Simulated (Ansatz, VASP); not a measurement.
WS2 in VASP and in Ansatz

```
W S
1.0
     3.18000    0.00000    0.00000
    -1.59000    2.75396    0.00000
     0.00000    0.00000   12.50000
W S
2 4
Direct
  0.33333 0.66667 0.25000
  0.66667 0.33333 0.75000
  0.33333 0.66667 0.62643
  0.66667 0.33333 0.12643
  0.33333 0.66667 0.87357
  0.66667 0.33333 0.37357
```

Alike in both runs: functional LDA; k mesh 12 × 12 × 3; no spin polarisation.

Ansatz relaxed the structure, and its values are those at the end. VASP's run is a single point on that final structure, the one shown.

```csv
,VASP,Ansatz
version,VASP 6.6.1,Ansatz 0.2.0
potentials or method,"VASP PAW LDA potentials, release 64 (W_sv, S), cutoff 520 eV","scalar-relativistic, plane waves, PAW"
occupations,"gaussian, width 0.01 eV",fixed
valence electrons in the cell,52,52
```

```csv
,VASP,Ansatz,Ansatz less VASP
gap on the k mesh at the Fermi level (eV),0.99,0.98,-0.009
least direct gap on the mesh (eV),1.69,1.68,-0.011
pressure (GPa),-3.4,-3.8,-0.36
rms of the force components (eV/Å),0.022,0.000,-0.0220
```

LDA's correlation is that of Perdew and Zunger in VASP and of Perdew and Wang (1992) in Ansatz. Ansatz's warnings: stress scf threshold loose.

Spin-orbit coupling is off throughout.
